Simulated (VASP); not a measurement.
# Ca4Dy (P4/mmm) in VASP: notebook

Runs on Ca4Dy. Level: PBE. Tasks: relaxation of shape and atoms at fixed volume.

Everything below comes from runs of VASP 6.6.1. Logs are shortened: lines on timing, memory, paths and dates and some standing lists are left out, and cuts for length are marked.

### Step 1. The cell of the first run

It takes space group P4/mmm (No. 123, tetragonal). The conventional cell has a = 4.616 Å, b = 4.616 Å, c = 8.998 Å, α = 90.00°, β = 90.00°, γ = 90.00°. Within 4.3 Å of Ca (site symmetry mmm) lie 8 Ca at 3.26 to 3.63 Å. Ca (site symmetry 4mm) has 9 Ca at 3.40 to 4.62 Å and 4 Dy at 3.68 Å within 4.7 Å. Dy (site symmetry 4/mmm) has 8 Ca at 3.68 Å and 4 Dy at 4.62 Å within 4.8 Å.

### Step 2. Relaxation of shape and atoms at fixed volume, PBE (38.34 Å³/atom)

Input file INCAR:

```
SYSTEM = Ca4Dy
ALGO = Normal
EDIFF = 1E-7
EDIFFG = -0.01
ENCUT = 500
GGA = PE
GGA_COMPAT = .FALSE.
IBRION = 2
ISIF = 4
ISMEAR = 0
LASPH = .TRUE.
LCHARG = .FALSE.
LMAXMIX = 6
LREAL = .FALSE.
LWAVE = .FALSE.
NELM = 200
NELMIN = 4
NSW = 50
PREC = Accurate
SIGMA = 0.1
```

Input file KPOINTS:

```
k-points
0
G
  8 8 4
  0 0 0
```

Input file POSCAR:

```
Ca4Dy
1.0
    4.6159838416      0.0000000000      0.0000000000
    0.0000000000      4.6159838416      0.0000000000
    0.0000000000      0.0000000000      8.9979155425
Ca Dy
4 1
Direct
    0.0000000000      0.5000000000      0.5000000000
    0.5000000000      0.0000000000      0.5000000000
    0.0000000000      0.0000000000      0.1889662778
    0.0000000000      0.0000000000      0.8110337222
    0.5000000000      0.5000000000      0.0000000000
```

Potentials or basis: VASP PAW PBE potentials, release 64 (Ca_sv, Dy_3), 4f in core.

Launch:

```console
> cat potpaw_PBE.64/Ca_sv/POTCAR potpaw_PBE.64/Dy_3/POTCAR > POTCAR
> mpirun -np 1 vasp_std > vasp.out
```

OUTCAR:

```text
SYSTEM = Ca4Dy
   EDIFF = 1E-7
   EDIFFG = -0.01
   ENCUT = 500
   GGA = PE
   IBRION = 2
   ISIF = 4
   ISMEAR = 0
   LASPH = .TRUE.
   LREAL = .FALSE.
   NELM = 200
   NELMIN = 4
   NSW = 50
   PREC = Accurate

 ion  position               nearest neighbor table
   1  0.000  0.500  0.500-
   2  0.500  0.000  0.500-
   3  0.000  0.000  0.189-
   4  0.000  0.000  0.811-
   5  0.500  0.500  0.000-

  LATTYP: Found a simple tetragonal cell.
 ALAT       =     4.6159838416
 C/A-ratio  =     1.9492952860

  Lattice vectors:

 A1 = (   4.6159838416,   0.0000000000,   0.0000000000)
 A2 = (   0.0000000000,   4.6159838416,   0.0000000000)
 A3 = (   0.0000000000,   0.0000000000,   8.9979155425)

Analysis of symmetry for initial positions (statically):
=====================================================================
 Subroutine PRICEL returns:
 Original cell was already a primitive cell.

 Routine SETGRP: Setting up the symmetry group for a
 simple tetragonal supercell.

 Subroutine GETGRP returns: Found 16 space group operations
 (whereof 16 operations were pure point group operations)
 out of a pool of 16 trial point group operations.

The static configuration has the point symmetry D_4h.

Analysis of symmetry for dynamics (positions and initial velocities):
=====================================================================
 Subroutine PRICEL returns:
 Original cell was already a primitive cell.

 Routine SETGRP: Setting up the symmetry group for a
 simple tetragonal supercell.

 Subroutine GETGRP returns: Found 16 space group operations
 (whereof 16 operations were pure point group operations)
 out of a pool of 16 trial point group operations.

The dynamic configuration has the point symmetry D_4h.

 Subroutine INISYM returns: Found 16 space group operations
 (whereof 16 operations are pure point group operations),
 and found     1 'primitive' translations

----------------------------------------------------------------------------------------

                                     Primitive cell

  volume of cell :     191.7213

  direct lattice vectors                    reciprocal lattice vectors
     4.615983842  0.000000000  0.000000000     0.216638540  0.000000000  0.000000000
     0.000000000  4.615983842  0.000000000     0.000000000  0.216638540  0.000000000
     0.000000000  0.000000000  8.997915542     0.000000000  0.000000000  0.111136851

  length of vectors
     4.615983842  4.615983842  8.997915542     0.216638540  0.216638540  0.111136851

  position of ions in fractional coordinates (direct lattice)
     0.000000000  0.500000000  0.500000000
     0.500000000  0.000000000  0.500000000
     0.000000000  0.000000000  0.188966278
     0.000000000  0.000000000  0.811033722
     0.500000000  0.500000000  0.000000000

  ion indices of the primitive-cell ions
   primitive index   ion index
                 1           1
                 2           2
                 3           3
                 4           4
                 5           5

----------------------------------------------------------------------------------------

 KPOINTS: k-points

Automatic generation of k-mesh.
 Grid dimensions read from file:
 generate k-points for:    8    8    4

 Generating k-lattice:

  Cartesian coordinates                     Fractional coordinates (reciprocal lattice)
     0.027079817  0.000000000  0.000000000     0.125000000  0.000000000  0.000000000
     0.000000000  0.027079817  0.000000000     0.000000000  0.125000000  0.000000000
     0.000000000  0.000000000  0.027784213     0.000000000  0.000000000  0.250000000

  Length of vectors
     0.027079817  0.027079817  0.027784213

  Shift w.r.t. Gamma in fractional coordinates (k-lattice)
     0.000000000  0.000000000  0.000000000

 Subroutine IBZKPT returns following result:
 ===========================================

 Found     45 irreducible k-points:

 Following reciprocal coordinates:
            Coordinates               Weight
  0.000000  0.000000  0.000000      1.000000
  0.125000  0.000000  0.000000      4.000000
  0.250000  0.000000  0.000000      4.000000
  0.375000  0.000000  0.000000      4.000000
  0.500000  0.000000  0.000000      2.000000
  0.125000  0.125000  0.000000      4.000000
[... 16 lines left out ...]
  0.375000  0.125000  0.250000     16.000000
  0.500000  0.125000  0.250000      8.000000
 [... further k-points ...]
   k-points           NKPTS =     45   k-points in BZ     NKDIM =     45   number of bands    NBANDS=     29
   number of dos      NEDOS =    301   number of ions     NIONS =      5
   total plane-waves  NPLWV =  90720
   dimension x,y,z NGX =    36 NGY =   36 NGZ =   70
   dimension x,y,z NGXF=    72 NGYF=   72 NGZF=  140
   ions per type =               4   1
   NGX,Y,Z   is equivalent  to a cutoff of  12.97, 12.97, 12.93 a.u.
   NGXF,Y,Z  is equivalent  to a cutoff of  25.93, 25.93, 25.87 a.u.
 SYSTEM =  Ca4Dy
   PREC   = accura    normal or accurate (medium, high low for compatibility)
   ISTART =      0    job   : 0-new  1-cont  2-samecut
   ICHARG =      2    charge: 1-file 2-atom 10-const
   ISPIN  =      1    spin polarized calculation?
   LNONCOLLINEAR =      F non collinear calculations
   LSORBIT =      F    spin-orbit coupling
   LASPH  =      T    aspherical Exc in radial PAW
   ENCUT  =  500.0 eV  36.75 Ry    6.06 a.u.   8.42  8.42 16.41*2*pi/ulx,y,z
   NELM   =    200;   NELMIN=  4; NELMDL= -5     # of ELM steps
   EDIFF  = 0.1E-06   stopping-criterion for ELM
   LREAL  =      F    real-space projection
   EDIFFG = -.1E-01   stopping-criterion for IOM
   NSW    =     50    number of steps for IOM
   IBRION =      2    ionic relax: 0-MD 1-quasi-New 2-CG
   NFREE  =      1    steps in history (QN), initial steepest desc. (CG)
   ISIF   =      4    stress and relaxation
   ISYM   =      2    0-nonsym 1-usesym 2-fastsym
   POTIM  = 0.5000    time-step for ionic-motion
   TEBEG  =    0.0;   TEEND  =   0.0 temperature during run
   PSTRESS=    0.0 pullay stress
   NELECT =      49.0000    total number of electrons
   NUPDOWN=      -1.0000    fix difference up-down
   EMIN   =  10.00;   EMAX   =-10.00  energy-range for DOS
   EFERMI =   0.00;   METHOD = LEGACY
   ISMEAR =     0;   SIGMA  =   0.10  broadening in eV -4-tet -1-fermi 0-gaus
   EFERMI_NEDOS =   21; number of points for ismear=-14 and -15
   IALGO  =     38    algorithm
   IMIX   =      4    mixing-type and parameters
     AMIX     =   0.40;   BMIX     =  1.00
     AMIX_MAG =   1.60;   BMIX_MAG =  1.00
  volume/ion in A,a.u.               =      38.34       258.76
  Fermi-wavevector in a.u.,A,eV,Ry     =   1.038923  1.963280 14.685598  1.079361
  Thomas-Fermi vector in A             =   2.173430
   LORBIT       =      0    0 simple, 1 ext, 2 COOP (PROOUT), +10 PAW based schemes
   GGA     = PE    functional components
   LHFCALC =     F    Hartree Fock is set to
   AEXX    =    0.0000 exact exchange contribution
   IVDW    =     0    specifies the selected vdW correction
   LEPSILON=     F    determine dielectric tensor
   LRPA    =     F    only Hartree local field effects (RPA)
 conjugate gradient relaxation of ions
 non-spin polarized calculation
 Gauss-broadening in eV      SIGMA  =   0.10
  energy-cutoff  :      500.00
  volume of cell :      191.72
 maximum number of plane-waves:      4887
 NGX is ok and might be reduce to    36
   NGX = 17   NGY = 17   NGZ = 33

--------------------------------------- Ionic step        1  -------------------------------------------

 number of electron      49.0000008 magnetization

 Free energy of the ion-electron system (eV)
  ---------------------------------------------------
  ext. energy  EPLUGINS =         0.00000000
  ---------------------------------------------------
  free energy    TOTEN  =       -10.35147773 eV

  energy without entropy =      -10.32033529  energy(sigma->0) =      -10.33590651

------------------------ aborting loop because EDIFF is reached ----------------------------------------

  FORCE on cell =-STRESS in cart. coord.  units (eV):
  Direction    XX          YY          ZZ          XY          YZ          ZX
  --------------------------------------------------------------------------------------
  -------------------------------------------------------------------------------------
  Total        1.5473352      1.5473352      1.3739875      0.0000000     -0.0000000     -0.0000000
  in kB       12.9307738     12.9307738     11.4821411      0.0000000     -0.0000000     -0.0000000
  external PRESSURE =      12.4478963 kB  Pullay stress =       0.0000000 kB
[... 63 lines left out ...]
  energy  without entropy=      -10.3204087318  energy(sigma->0) =      -10.33605580

--------------------------------------- Ionic step        3  -------------------------------------------

 number of electron      49.0000010 magnetization

 Free energy of the ion-electron system (eV)
  ---------------------------------------------------
  ext. energy  EPLUGINS =         0.00000000
  ---------------------------------------------------
  free energy    TOTEN  =       -10.35201714 eV

  energy without entropy =      -10.32023934  energy(sigma->0) =      -10.33612824

 E-fermi :   2.1924     XC(G=0):  -8.2212

 val. band max:        2.1860803612   @ k =   0.3750   0.3750   0.2500
 cond. band min:       2.1941451716   @ k =   0.3750   0.3750   0.5000
 fundamental gap:      0.0080648103
 Fermi energy:         2.1923614202

 k-point     1 :       0.0000    0.0000    0.0000
  band No.  band energies     occupation
      1     -39.4895      2.00000
      2     -39.4037      2.00000
      3     -39.3338      2.00000
      4     -39.3210      2.00000
      5     -22.1747      2.00000
      6     -22.1012      2.00000
[... 757 lines left out ...]
     28       3.0975      0.00000
     29       3.4174      0.00000

 [... further k-points ...]
[... 5 lines left out ...]
  --------------------------------------------------------------------------------------
  -------------------------------------------------------------------------------------
  Total        1.4725947      1.4725947      1.4606498      0.0000000     -0.0000000      0.0000000
  in kB       12.3061824     12.3061824     12.2063609      0.0000000     -0.0000000      0.0000000
  external PRESSURE =      12.2729086 kB  Pullay stress =       0.0000000 kB
[... 20 lines left out ...]
  FREE ENERGIE OF THE ION-ELECTRON SYSTEM (eV)
  ---------------------------------------------------
  free  energy   TOTEN  =       -10.3520171439 eV

  energy  without entropy=      -10.3202393388  energy(sigma->0) =      -10.33612824

 reached required accuracy - stopping structural energy minimisation
```

It took 10 min on 1 thread of Intel Xeon Platinum 8375C at 2.90GHz (Ice Lake), shared host; peak memory 0.44 GiB.

What came out:

```yaml
Free_energy: -10.3520 eV
Energy_gained_by_relaxing: 0.1 meV/atom
Ionic_steps: 3
Pressure_after_relaxing: 1.2 GPa
Band_gap_on_the_k_mesh: zero (an odd number of electrons rules out a gap without spin polarisation)
```

Step by step:
| step | energy change (eV) | largest force (eV/Å) | pressure (GPa) | volume (Å³) |
| --- | --- | --- | --- | --- |
| 1 | 0.0000 | 0.0254 | 1.24 | 191.72 |
| 2 | -0.0002 | 0.0194 | 1.24 | 191.72 |
| 3 | -0.0005 | 0.0005 | 1.23 | 191.72 |

Final structure:
```
Ca Dy
1.0
     4.62630    0.00000    0.00000
     0.00000    4.62630    0.00000
     0.00000    0.00000    8.95783
Ca Dy
4 1
Direct
  0.00000 0.50000 0.50000
  0.50000 0.00000 0.50000
  0.00000 0.00000 0.18951
  0.00000 0.00000 0.81049
  0.50000 0.50000 0.00000
```

Levels at points of the mesh, in eV from the Fermi level:
```csv
k point,band 23,band 24,band 25,band 26,band 27,band 28
"(0.00, 0.00, 0.00)",-0.62,-0.51,0.37,1.00,1.12,1.12
"(0.50, 0.00, 0.00)",-1.00,-0.46,-0.31,0.51,0.96,1.05
"(0.50, 0.50, 0.00)",-0.51,-0.10,-0.03,0.21,0.21,0.24
"(0.00, 0.00, 0.50)",-0.44,-0.40,-0.14,1.07,1.13,1.13
"(0.50, 0.00, 0.50)",-1.51,-0.27,-0.21,0.50,0.97,1.02
"(0.50, 0.50, 0.50)",-0.62,-0.12,0.04,0.11,0.11,0.45
```

Caveat: spin-orbit coupling is left out, which moves the levels of the heavy elements; the 4f electrons are frozen in the core, so they carry no moment and show no levels.

### Step 3. Relaxation of shape and atoms at fixed volume, PBE (39.57 Å³/atom)

This run uses another cell than the first one, of 39.57 Å³/atom.

Input file INCAR:

```
PREC = Accurate
ENCUT = 500
EDIFF = 1E-7
ISMEAR = 0
SIGMA = 0.1
LREAL = False
LASPH = True
NELM = 200
ALGO = Normal
ISIF = 4
LWAVE = False
LCHARG = False
GGA = PE
IBRION = 2
NSW = 50
EDIFFG = -0.01
GGA_COMPAT = False
NELMIN = 4
LMAXMIX = 6
```

Input file KPOINTS:

```
Automatic mesh
0
Gamma
  8 8 4
```

Input file POSCAR:

```
Ca4Dy
1.0
    4.6630090916      0.0000000000      0.0000000000
    0.0000000000      4.6630090916      0.0000000000
    0.0000000000      0.0000000000      9.0987520123
Ca Dy
4 1
Direct
    0.0000000000      0.5000000000      0.5000000000
    0.5000000000      0.0000000000      0.5000000000
    0.0000000000      0.0000000000      0.1886104753
    0.0000000000      0.0000000000      0.8113895247
    0.5000000000      0.5000000000      0.0000000000
```

Potentials or basis: VASP PAW PBE potentials, release 64 (Ca_sv, Dy_3), 4f in core.

Launch:

```console
> cat potpaw_PBE.64/Ca_sv/POTCAR potpaw_PBE.64/Dy_3/POTCAR > POTCAR
> mpirun -np 1 vasp_std > vasp.out
```

It took 8.5 min on 1 thread of Intel Xeon Platinum 8375C at 2.90GHz (Ice Lake), shared host; peak memory 0.44 GiB.

Results (log left out):

```yaml
Free_energy: -10.3877 eV
Energy_gained_by_relaxing: 0.0 meV/atom
Ionic_steps: 3
Pressure_after_relaxing: 0.6 GPa
Band_gap_on_the_k_mesh: zero (an odd number of electrons rules out a gap without spin polarisation)
```

The path:
```
step  energy change (eV)  largest force (eV/Å)  pressure (GPa)  volume (Å³)
   1              0.0000                0.0232            0.62       197.84
   2             -0.0001                0.0180            0.61       197.84
   3             -0.0002                0.0012            0.61       197.84
```

Final structure:
```
Ca Dy
1.0
     4.66838    0.00000    0.00000
     0.00000    4.66838    0.00000
     0.00000    0.00000    9.07781
Ca Dy
4 1
Direct
  0.00000 0.50000 0.50000
  0.50000 0.00000 0.50000
  0.00000 0.00000 0.18910
  0.00000 0.00000 0.81090
  0.50000 0.50000 0.00000
```

Levels at points of the mesh, in eV from the Fermi level:
```csv
k point,band 21,band 22,band 23,band 24,band 25,band 26,band 27,band 28,band 29
"(0.00, 0.00, 0.00)",-2.48,-1.69,-0.57,-0.47,0.36,1.00,1.12,1.12,1.45
"(0.50, 0.00, 0.00)",-2.20,-1.16,-1.00,-0.49,-0.31,0.52,0.96,1.01,1.16
"(0.50, 0.50, 0.00)",-0.88,-0.52,-0.52,-0.06,-0.03,0.20,0.20,0.23,0.27
"(0.00, 0.00, 0.50)",-3.48,-0.64,-0.41,-0.40,-0.14,1.07,1.15,1.15,1.28
"(0.50, 0.00, 0.50)",-1.93,-1.64,-1.51,-0.25,-0.20,0.51,0.96,0.97,1.27
"(0.50, 0.50, 0.50)",-0.94,-0.63,-0.63,-0.17,0.03,0.09,0.09,0.44,0.72
```

Caveat: spin-orbit coupling is left out, which moves the levels of the heavy elements; the 4f electrons are frozen in the core, so they carry no moment and show no levels. Spin polarisation is off, so any magnetic state and its effect on volume and gap are missing.

The gap in the log of VASP goes by the Fermi energy; the results here count the filled bands.